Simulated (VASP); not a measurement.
**K: relaxation of cell and atoms with PBEsol**

The system is K.

```xyz
1
Lattice="-2.6125 2.6125 2.6125 2.6125 -2.6125 2.6125 2.6125 2.6125 -2.6125" Properties=species:S:1:pos:R:3 pbc="T T T"
K     0.0000    0.0000    0.0000
```

```json
{
 "Program": "VASP 6.6.1",
 "Task": "relaxation of cell and atoms",
 "Functional": "PBEsol",
 "Potentials or basis": "VASP PAW PBE potentials, release 64 (K_sv)",
 "Cutoff": "600 eV",
 "k mesh": "11 × 11 × 11",
 "Occupations": "fermi-dirac, width 0.1 eV",
 "Spin": "no spin polarisation",
 "Dipole correction": "no",
 "Further INCAR settings": "ALGO = Normal; EDIFF = 1e-06; IBRION = 2; EDIFFG = -0.02; NSW = 80; ISIF = 3"
}
```

The pressure after relaxing is 0.0 GPa and the band gap on the k mesh is zero (an odd number of electrons rules out a gap without spin polarisation).

Final structure:
```
K
1.0
    -2.61250    2.61250    2.61250
     2.61250   -2.61250    2.61250
     2.61250    2.61250   -2.61250
K
1
Direct
  0.00000 0.00000 0.00000
```

Levels at points of the mesh, in eV from the Fermi level:
| k point | band 2 | band 3 | band 4 | band 5 | band 6 | band 7 |
| --- | --- | --- | --- | --- | --- | --- |
| (0.00, 0.00, 0.00) | -15.49 | -15.49 | -15.49 | -2.21 | 4.32 | 4.32 |

It took 40 s on 1 thread of AMD EPYC 7R13, with other jobs on the host, peak memory 0.19 GiB.

Caveat: the relaxation stopped at its first step, so nothing moved; the PAW data sets were made with another functional, which shifts forces and pressure a little.
